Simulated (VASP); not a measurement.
Set up this calculation in VASP 6.6.1, as the native input.

```
Task                   : single point
Functional             : r2SCAN
Potentials or basis    : VASP PAW PBE potentials, release 64 (Te)
Cutoff                 : 520 eV
k mesh                 : 13 × 13 × 13
Occupations            : fermi-dirac, width 0.1 eV
Spin                   : no spin polarisation
Dipole correction      : no
Further INCAR settings : ALGO = Normal; EDIFF = 1e-06; NBANDS = 9
```

The system is Te.

```
Te
1.0
     0.00000    2.32091    2.32091
     2.32091    0.00000    2.32091
     2.32091    2.32091    0.00000
Te
1
Direct
  0.00000 0.00000 0.00000
```

This cell differs from its parent crystal: volume scaled by 0.88.

The input as run:

POSCAR

```
Te
1.0
    0.0000000000      2.3209132251      2.3209132251
    2.3209132251      0.0000000000      2.3209132251
    2.3209132251      2.3209132251      0.0000000000
Te
1
Direct
    0.0000000000      0.0000000000      0.0000000000
```

INCAR.step1

```
SYSTEM = Te
  PREC = Accurate
  ENCUT = 520
  ISMEAR = -1
  SIGMA = 0.1
  LREAL = .FALSE.
  LASPH = .TRUE.
  NELM = 60
  NBANDS = 9
  GGA = PE
  ALGO = Normal
  EDIFF = 1E-4
  LWAVE = .TRUE.
  LCHARG = .FALSE.
```

INCAR.step2

```
SYSTEM = Te
  PREC = Accurate
  ENCUT = 520
  EDIFF = 1E-6
  ISMEAR = -1
  SIGMA = 0.1
  LREAL = .FALSE.
  LASPH = .TRUE.
  NELM = 60
  ALGO = Normal
  ISIF = 2
  LWAVE = .FALSE.
  LCHARG = .FALSE.
  METAGGA = R2SCAN
  LMIXTAU = .TRUE.
  NBANDS = 9
  ISTART = 1
```

KPOINTS

```
Automatic mesh
0
G
  13 13 13
  0 0 0
```

Potentials or basis: VASP PAW PBE potentials, release 64 (Te).

Launch:

```console
$ cat potpaw_PBE.64/Te/POTCAR > POTCAR
$ cp INCAR.step1 INCAR
$ mpirun -np 1 vasp_std > vasp.out
$ cp INCAR.step2 INCAR
$ mpirun -np 1 vasp_std > vasp.out
```

It gave:

| Item | Value |
| --- | --- |
| Pressure | 9.0 GPa |
| Band gap on the k mesh | zero (band 3 reaches 13.53 eV, above the bottom of band 4 at 7.18 eV) |

Caveat: the PAW data sets were made with another functional, which shifts forces and pressure a little; spin-orbit coupling is left out, which moves the levels of the heavy elements.

Wall time 26 s on 1 thread of Intel(R) Xeon(R) Platinum 8488C (Sapphire Rapids), with other jobs on the host, peak memory 0.15 GiB.
